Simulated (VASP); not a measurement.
Write the native input for VASP 6.6.1 that does the following.

```yaml
Task: single point
Functional: PBEsol
Potentials_or_basis: VASP PAW PBE potentials, release 64 (Cs_sv)
Cutoff: 520 eV
k_mesh: 10 × 10 × 10
Occupations: gaussian, width 0.1 eV
Spin: no spin polarisation
Dipole_correction: no
Further_INCAR_settings: ALGO = Normal; EDIFF = 1e-06; NBANDS = 10
```

The structure of Cs lies in POSCAR:

```
Cs
1.0
    4.7350693352      0.0000000000      0.0000000000
    0.0000000000      4.7350693352      0.0000000000
    0.0000000000      0.0000000000      4.7350693352
Cs
1
Direct
    0.0000000000      0.0000000000      0.0000000000
```

This cell differs from its parent crystal: K replaced by Cs, lengths x 1.121, strained.

One way to write it, as run:

INCAR

```
SYSTEM = Cs
PREC = Accurate
ENCUT = 520
EDIFF = 1E-6
ISMEAR = 0
SIGMA = 0.1
LREAL = .FALSE.
LASPH = .TRUE.
NELM = 60
ALGO = Normal
ISIF = 2
LWAVE = .FALSE.
LCHARG = .TRUE.
GGA = PS
LELF = .TRUE.
LVHAR = .TRUE.
NBANDS = 10
```

KPOINTS

```
regular mesh
0
G
  10 10 10
  0 0 0
```

Potentials or basis: VASP PAW PBE potentials, release 64 (Cs_sv).

Run with:

```bash
$ cat potpaw_PBE.64/Cs_sv/POTCAR > POTCAR
$ mpirun -np 1 vasp_std > vasp.out
```

It gave:

```json
{"Pressure": "0.2 GPa"}
```

Caveat: the cell differs from its parent crystal (K replaced by Cs, lengths x 1.121, strained); the PAW data sets were made with another functional, which shifts forces and pressure a little.

It took 24 s on 1 thread of Intel(R) Xeon(R) Platinum 8259CL CPU @ 2.50GHz (Skylake/Cascade Lake), with other jobs on the host, peak memory 0.22 GiB.
